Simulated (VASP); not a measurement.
# GaAs (F-43m) in VASP: further runs

GaAs is run at these levels: r2SCAN, PBE; tasks: dielectric tensor, G0W0 quasiparticle levels.

All numbers are computed with VASP 6.6.1; they aren't measurements. Logs are shortened: lines on timing, memory, paths and dates and some standing lists are left out, and cuts for length are marked.

## (1) The cell of the first run

Symmetry: F-43m, No. 216, cubic system. The conventional cell has a = 5.666 Å, b = 5.666 Å, c = 5.666 Å, α = 90.00°, β = 90.00°, γ = 90.00°. Within 3.2 Å of Ga (site symmetry -43m) lie 4 As at 2.45 Å. As (site symmetry -43m) has 4 Ga at 2.45 Å within 3.2 Å.

## (2) Dielectric tensor, r2SCAN

Input file INCAR:

```
SYSTEM = GaAs
ALGO     = Normal         ! electronic algorithm
EDIFF    = 1E-8           ! SCF threshold, eV
ENCUT    = 520            ! plane-wave cutoff, eV
ISIF     = 2              ! what is computed and relaxed
ISMEAR   = 0              ! smearing method
LASPH    = .True.         ! aspherical terms in the spheres
LCALCEPS = .True.       
LCHARG   = .False.        ! write CHGCAR
LMIXTAU  = .True.       
LREAL    = .False.        ! projectors in reciprocal space
LWAVE    = .False.        ! write WAVECAR
METAGGA  = R2SCAN         ! meta-GGA
NELM     = 100            ! most SCF steps
PREC     = Accurate       ! precision mode
SIGMA    = 0.01           ! smearing width, eV
```

Input file KPOINTS:

```
k-points
0
Gamma
  6 6 6
  0 0 0
```

Input file POSCAR:

```
GaAs
1.0
    0.0000000000      2.8330850955      2.8330850955
    2.8330850955      0.0000000000      2.8330850955
    2.8330850955      2.8330850955      0.0000000000
Ga As
1 1
Direct
    0.0000000000      0.0000000000      0.0000000000
    0.2500000000      0.2500000000      0.2500000000
```

Potentials or basis: VASP PAW PBE potentials, release 64 (Ga_d, As).

On the command line:

```console
$ cat potpaw_PBE.64/Ga_d/POTCAR potpaw_PBE.64/As/POTCAR > POTCAR
$ mpirun -np 1 vasp_std > vasp.out
```

OUTCAR:

```text
SYSTEM = GaAs
   EDIFF = 1E-8
   ENCUT = 520
   ISIF = 2
   ISMEAR = 0
   LASPH = .True.
   LREAL = .False.
   METAGGA = R2SCAN
   NELM = 100
   PREC = Accurate

 ion  position               nearest neighbor table
   1  0.000  0.000  0.000-   2 2.45   2 2.45   2 2.45   2 2.45
   2  0.250  0.250  0.250-   1 2.45   1 2.45   1 2.45   1 2.45

  LATTYP: Found a face centered cubic cell.
 ALAT       =     5.6661701910

  Lattice vectors:

 A1 = (   0.0000000000,   2.8330850955,   2.8330850955)
 A2 = (   2.8330850955,   0.0000000000,   2.8330850955)
 A3 = (   2.8330850955,   2.8330850955,   0.0000000000)

Analysis of symmetry for initial positions (statically):
=====================================================================
 Subroutine PRICEL returns:
 Original cell was already a primitive cell.

 Routine SETGRP: Setting up the symmetry group for a
 face centered cubic supercell.

 Subroutine GETGRP returns: Found 24 space group operations
 (whereof 24 operations were pure point group operations)
 out of a pool of 48 trial point group operations.

The static configuration has the point symmetry T_d .

Analysis of symmetry for dynamics (positions and initial velocities):
=====================================================================
 Subroutine PRICEL returns:
 Original cell was already a primitive cell.

 Routine SETGRP: Setting up the symmetry group for a
 face centered cubic supercell.

 Subroutine GETGRP returns: Found 24 space group operations
 (whereof 24 operations were pure point group operations)
 out of a pool of 48 trial point group operations.

The dynamic configuration has the point symmetry T_d .

 Subroutine INISYM returns: Found 24 space group operations
 (whereof 24 operations are pure point group operations),
 and found     1 'primitive' translations

----------------------------------------------------------------------------------------

                                     Primitive cell

  volume of cell :      45.4788

  direct lattice vectors                    reciprocal lattice vectors
     0.000000000  2.833085095  2.833085095    -0.176486051  0.176486051  0.176486051
     2.833085095  0.000000000  2.833085095     0.176486051 -0.176486051  0.176486051
     2.833085095  2.833085095  0.000000000     0.176486051  0.176486051 -0.176486051

  length of vectors
     4.006587365  4.006587365  4.006587365     0.305682807  0.305682807  0.305682807

[... 127 lines left out ...]

 k-point     1 :       0.0000    0.0000    0.0000
  band No.  band energies     occupation
      1     -11.6107      2.00000
      2     -11.6099      2.00000
      3     -11.6091      2.00000
      4     -11.5223      2.00000
      5     -11.5223      2.00000
      6      -9.5378      2.00000
      7       3.6234      2.00000
      8       3.6235      2.00000
      9       3.6240      2.00000
     10   10000.0000      0.00000
     11   10000.0000      0.00000
     12   10000.0000      0.00000
     13   10000.0000      0.00000
[... 354 lines left out ...]
  band No.  band energies     occupation
      1     -11.6805      2.00000
      2     -11.5879      2.00000
      3     -11.5855      2.00000
      4     -11.5306      2.00000
      5     -11.5165      2.00000
      6      -8.3951      2.00000
      7      -1.1775      2.00000
      8       1.7480      2.00000
      9       2.0156      2.00000
     10   10000.0000      0.00000
     11   10000.0000      0.00000
     12   10000.0000      0.00000
     13   10000.0000      0.00000

 [... further k-points ...]

------------------------ aborting loop because EDIFF is reached ----------------------------------------

            Ionic dipole moment: p[ion]=(     7.08271     7.08271     7.08271 ) |e| Angst

 Total electronic dipole moment: p[elc]=(     0.02090     0.02090     0.04605 ) |e| Angst

 MACROSCOPIC STATIC DIELECTRIC TENSOR (including local field effects)
 ------------------------------------------------------
          11.033066     0.000000     0.000000
           0.000000    11.033066     0.000000
           0.000000     0.000000    11.033066
 ------------------------------------------------------

 PIEZOELECTRIC TENSOR (including local field effects) (e Angst)
          XX          YY          ZZ          XY          YZ          ZX
  --------------------------------------------------------------------------------
  x     0.00000     0.00000     0.00000     0.00000    -2.33796     0.00000
  y     0.00000     0.00000     0.00000     0.00000    -0.00000    -2.33796
  z     0.00000     0.00000     0.00000    -2.33796     0.00000    -0.00000

 PIEZOELECTRIC TENSOR (including local field effects) (C/m^2)
          XX          YY          ZZ          XY          YZ          ZX
  --------------------------------------------------------------------------------
  x     0.00000     0.00000     0.00000     0.00000    -0.82364     0.00000
  y     0.00000     0.00000     0.00000     0.00000    -0.00000    -0.82364
  z     0.00000     0.00000     0.00000    -0.82364     0.00000    -0.00000

 BORN EFFECTIVE CHARGES (including local field effects) (in |e|, cummulative output)
 ---------------------------------------------------------------------------------
 ion    1
    1     2.14246     0.00000    -0.00000
    2     0.00000     2.14246     0.00000
    3    -0.00000     0.00000     2.14246
 ion    2
    1    -2.14246     0.00000     0.00000
    2     0.00000    -2.14246    -0.00000
    3     0.00000    -0.00000    -2.14246

  FORCE on cell =-STRESS in cart. coord.  units (eV):
  Direction    XX          YY          ZZ          XY          YZ          ZX
  --------------------------------------------------------------------------------------
  -------------------------------------------------------------------------------------
  Total        0.0327671      0.0327671      0.0327671      0.0000000      0.0000000      0.0000000
  in kB        1.1543550      1.1543550      1.1543550      0.0000000      0.0000000      0.0000000
  external PRESSURE =       1.1543550 kB  Pullay stress =       0.0000000 kB

 VOLUME and BASIS-vectors are now :
 -----------------------------------------------------------------------------
  energy-cutoff  :      520.00
  volume of cell :       45.48
      direct lattice vectors                 reciprocal lattice vectors
     0.000000000  2.833085095  2.833085095    -0.176486051  0.176486051  0.176486051
     2.833085095  0.000000000  2.833085095     0.176486051 -0.176486051  0.176486051
     2.833085095  2.833085095  0.000000000     0.176486051  0.176486051 -0.176486051

 POSITION                                       TOTAL-FORCE (eV/Angst)
 -----------------------------------------------------------------------------------
      0.00000      0.00000      0.00000        -0.000000     -0.000000     -0.000000
      1.41654      1.41654      1.41654         0.000000      0.000000      0.000000
 -----------------------------------------------------------------------------------
    total drift:                                0.000001      0.000001      0.000001

  FREE ENERGIE OF THE ION-ELECTRON SYSTEM (eV)
  ---------------------------------------------------
  free  energy   TOTEN  =       -27.0365298525 eV

  energy  without entropy=      -27.0365298525  energy(sigma->0) =      -27.03652985
```

It took 44 min on 1 thread of Intel Xeon 6975P-C (Granite Rapids), shared host; peak memory 0.32 GiB.

Results:

```yaml
Band_gap_on_the_k_mesh: 0.94 eV
Electronic_dielectric_tensor_diagonal: 11.03
Born_charges_mean_of_the_diagonal: Ga +2.14; As -2.14 e
```

Electronic dielectric tensor:
```
11.03  0.00  0.00
 0.00 11.03  0.00
 0.00  0.00 11.03
```

Born effective charge tensors (e):
atom 1, Ga
```
2.14 0.00 0.00
0.00 2.14 0.00
0.00 0.00 2.14
```
atom 2, As
```
-2.14  0.00  0.00
 0.00 -2.14  0.00
 0.00  0.00 -2.14
```

Dipole moments of the cell (e·Å, modulo the quantum): ionic 7.083, 7.083, 7.083; electronic 0.021, 0.021, 0.046

Caveat: the PAW data sets were made with another functional, which shifts forces and pressure a little. A k mesh can miss the band edges.

## (3) G0W0 quasiparticle levels, PBE

This run uses another cell than the first one, of 20.75 Å³/atom.

Input file POSCAR:

```
GaAs
1.0
    0.0000000000      2.7480925426      2.7480925426
    2.7480925426      0.0000000000      2.7480925426
    2.7480925426      2.7480925426      0.0000000000
Ga As
1 1
Direct
    0.0000000000      0.0000000000      0.0000000000
    0.2500000000      0.2500000000      0.2500000000
```

Input file INCAR.step1:

```
SYSTEM = GaAs
PREC     = Accurate       ! precision mode
ENCUT    = 500            ! plane-wave cutoff, eV
EDIFF    = 1E-8           ! SCF threshold, eV
ISMEAR   = 0              ! smearing method
SIGMA    = 0.01           ! smearing width, eV
LREAL    = .False.        ! projectors in reciprocal space
LASPH    = .True.         ! aspherical terms in the spheres
NELM     = 80             ! most SCF steps
ALGO     = Normal         ! electronic algorithm
LWAVE    = .True.         ! write WAVECAR
LCHARG   = .False.        ! write CHGCAR
GGA      = PE             ! functional
```

Input file INCAR.step2:

```
SYSTEM = GaAs
PREC     = Accurate       ! precision mode
ENCUT    = 500            ! plane-wave cutoff, eV
EDIFF    = 1E-8           ! SCF threshold, eV
ISMEAR   = 0              ! smearing method
SIGMA    = 0.01           ! smearing width, eV
LREAL    = .False.        ! projectors in reciprocal space
LASPH    = .True.         ! aspherical terms in the spheres
NELM     = 1              ! most SCF steps
ALGO     = Exact          ! electronic algorithm
LWAVE    = .True.         ! write WAVECAR
LCHARG   = .False.        ! write CHGCAR
GGA      = PE             ! functional
NBANDS   = 182            ! bands
LOPTICS  = .True.         ! frequency-dependent dielectric function
ISTART   = 1
```

Input file INCAR.step3:

```
SYSTEM = GaAs
PREC     = Accurate       ! precision mode
ENCUT    = 500            ! plane-wave cutoff, eV
EDIFF    = 1E-8           ! SCF threshold, eV
ISMEAR   = 0              ! smearing method
SIGMA    = 0.01           ! smearing width, eV
LREAL    = .False.        ! projectors in reciprocal space
LASPH    = .True.         ! aspherical terms in the spheres
ALGO     = EVGW0          ! electronic algorithm
LWAVE    = .False.        ! write WAVECAR
LCHARG   = .False.        ! write CHGCAR
GGA      = PE             ! functional
NELMGW   = 1            
NBANDS   = 182            ! bands
ENCUTGW  = 150.0          ! cutoff of the response function
NOMEGA   = 96             ! frequency points
PRECFOCK = Fast         
ISTART   = 1            
NBANDSGW = 17           
OMEGAMAX = 20
```

Input file KPOINTS:

```
regular mesh
0
Gamma
  4 4 4
  0 0 0
```

Potentials or basis: VASP PAW PBE potentials, release 64 (Ga_d_GW, As_GW).

On the command line:

```console
$ cat potpaw_PBE.64/Ga_d_GW/POTCAR potpaw_PBE.64/As_GW/POTCAR > POTCAR
$ cp INCAR.step1 INCAR
$ mpirun -np 1 vasp_std > vasp.out
$ cp INCAR.step2 INCAR
$ mpirun -np 1 vasp_std > vasp.out
$ cp INCAR.step3 INCAR
$ mpirun -np 1 vasp_std > vasp.out
```

OUTCAR:

```text
SYSTEM = GaAs
   PREC = Accurate
   ENCUT = 500
   EDIFF = 1E-8
   ISMEAR = 0
   LREAL = .False.
   LASPH = .True.
   GGA = PE
   NELMGW = 1
   ENCUTGW = 150.0
   PRECFOCK = Fast
   ISTART = 1

 ion  position               nearest neighbor table
   1  0.000  0.000  0.000-   2 2.38   2 2.38   2 2.38   2 2.38
   2  0.250  0.250  0.250-   1 2.38   1 2.38   1 2.38   1 2.38

  LATTYP: Found a face centered cubic cell.
 ALAT       =     5.4961850852

  Lattice vectors:

 A1 = (   0.0000000000,   2.7480925426,   2.7480925426)
 A2 = (   2.7480925426,   0.0000000000,   2.7480925426)
 A3 = (   2.7480925426,   2.7480925426,   0.0000000000)

Analysis of symmetry for initial positions (statically):
=====================================================================
 Subroutine PRICEL returns:
 Original cell was already a primitive cell.

 Routine SETGRP: Setting up the symmetry group for a
 face centered cubic supercell.

 Subroutine GETGRP returns: Found 24 space group operations
[... 123 lines left out ...]
  Thomas-Fermi vector in A             =   2.373647
   LORBIT       =      0    0 simple, 1 ext, 2 COOP (PROOUT), +10 PAW based schemes
   GGA     = PE    functional components
   LHFCALC =     T    Hartree Fock is set to
   PRECFOCK=fast      Normal, Fast or Accurate (Low or Medium for compatibility)
   ENCUT4O =  -1.0   cutoff for four orbital integrals eV
   NKREDX  =     1    reduce k-point grid by
   NKREDY  =     1    reduce k-point grid by
   NKREDZ  =     1    reduce k-point grid by
   AEXX    =    1.0000 exact exchange contribution
   HFSCREEN=    0.0000 screening length (either q_TF or 0.3 A-1)
   HFSCREENC=   0.0000 screening length for correlation (either q_TF or 0.3 A-1)
   ENCUTFOCK=  -1.0 apply spherical cutoff to Coloumb kernel
   IVDW    =     0    specifies the selected vdW correction
   LEPSILON=     F    determine dielectric tensor
   LRPA    =     F    only Hartree local field effects (RPA)
   LRPAFORCE           =     F    calculate RPA forces
   ENCUTGW             = 150.0    cutoff for response function in eV
   ENCUTGWSOFT         = 120.0    soft cutoff for Coulomb kernel in GW response function in eV
   ENCUTLF             =  -1.0    cutoff for local field effects
   NELMGW              =     1    number of iterations in solving QP/BSE equation
   NELMHF              =     1    number of iterations in the inner HF iteration
   NKREDLFX            =     1    NKREDLFY  =   1   NKREDLFZ  =   1
 non-spin polarized calculation
 Gauss-broadening in eV      SIGMA  =   0.01
  energy-cutoff  :      500.00
  volume of cell :       41.51
 maximum number of plane-waves:      1067
  NGX = 16; NGY = 16; NGZ = 16
   NGX = 15   NGY = 15   NGZ = 15
 maximum number of plane-waves:       190

 QP shifts <psi_nk| G(iteration)W_0 |psi_nk>: iteration 1
 for sc-GW calculations column KS-energies equals QP-energies in previous step
 and V_xc(KS)=  KS-energies - (<T + V_ion + V_H > + <T+V_H+V_ion>^1  + <V_x>^1)

 k-point   1 :       0.0000    0.0000    0.0000
  band No.  KS-energies  QP-energies   sigma(KS)   V_xc(KS)     V^pw_x(r,r')   Z            occupation Imag(sigma)

      1     -10.3065     -12.5860     -25.0111     -21.6797     -34.9894       0.6843       2.0000       0.1755
      2     -10.3065     -12.5860     -25.0111     -21.6797     -34.9894       0.6843       2.0000       0.1755
      3     -10.3065     -12.5860     -25.0111     -21.6797     -34.9894       0.6843       2.0000       0.1755
      4     -10.2055     -12.5139     -25.1723     -21.8060     -35.1309       0.6857       2.0000       0.1454
      5     -10.2055     -12.5139     -25.1723     -21.8060     -35.1309       0.6857       2.0000       0.1454
      6      -8.6522      -9.1578     -12.0360     -11.2569     -18.4000       0.6490       2.0000       0.9072
[... 143 lines left out ...]
      3     -10.2491     -12.5401     -25.1074     -21.7657     -35.0938       0.6856       2.0000       0.1665
      4     -10.2198     -12.5242     -25.1444     -21.7851     -35.1077       0.6860       2.0000       0.1486
      5     -10.2009     -12.5078     -25.1687     -21.8095     -35.1351       0.6867       2.0000       0.1447
      6      -5.6629      -6.1683     -13.4550     -12.7458     -19.0415       0.7126       2.0000       0.6324
[... 9 lines left out ...]
     16      18.5694      18.5433      -9.9042      -9.8696      -3.5431       0.7542       0.0000      -0.6292
     17      18.9713      18.9966     -10.3056     -10.3399      -3.6952       0.7413       0.0000      -0.6257
```

OUTCAR.step1:

```text
SYSTEM = GaAs
   PREC = Accurate
   ENCUT = 500
   EDIFF = 1E-8
   ISMEAR = 0
   LREAL = .False.
   LASPH = .True.
[... 329 lines left out ...]
      0.00000      0.00000      0.00000        -0.000000     -0.000000     -0.000000
      1.37405      1.37405      1.37405         0.000000      0.000000      0.000000
 -----------------------------------------------------------------------------------
    total drift:                                0.000012      0.000012      0.000012

  FREE ENERGIE OF THE ION-ELECTRON SYSTEM (eV)
  ---------------------------------------------------
  free  energy   TOTEN  =        -7.8936450680 eV

  energy  without entropy=       -7.8936450680  energy(sigma->0) =       -7.89364507
```

OUTCAR.step2:

```text
SYSTEM = GaAs
   PREC = Accurate
   ENCUT = 500
   EDIFF = 1E-8
[... 729 lines left out ...]
  --------------------------------------------------------------------------------------------------------------
     0.00000    34.69725    34.69725    34.69725    -0.00000    -0.00000    -0.00000
     1.89287    32.62286    32.62286    32.62286    -0.00000    -0.00000    -0.00000
     3.78574    15.09336    15.09336    15.09336    -0.00000    -0.00000    -0.00000
     5.67862   -16.02376   -16.02376   -16.02376     0.00000     0.00000     0.00000
     7.57149    -4.89463    -4.89463    -4.89463     0.00000     0.00000     0.00000
     9.46436    -0.68117    -0.68117    -0.68117    -0.00000     0.00000     0.00000
[... 92 lines left out ...]
   185.50144     0.98277     0.98277     0.98277     0.00000     0.00000     0.00000
   187.39432     0.98317     0.98317     0.98317     0.00000     0.00000     0.00000
```

Wall time 1.8 min (1 thread of Intel Xeon 6975P-C (Granite Rapids), shared host); peak memory 0.48 GiB.

Results:

```yaml
Quasiparticle_gap: 1.65 eV
Least_direct_quasiparticle_gap: 2.16 eV
Band_gap_of_the_starting_levels_on_the_mesh: 1.16 eV
Least_direct_gap_of_the_starting_levels_on_the_mesh: 1.16 eV
```

Caveat: the k points lie up to 0.50 Å⁻¹ apart; the cutoff is under 1.25 times the usual one of these potentials, so pressure, stress and relaxed cells hold a basis-set (Pulay) error; bands, screening cutoff and mesh are small and nothing is extrapolated, so the quasiparticle values aren't converged.
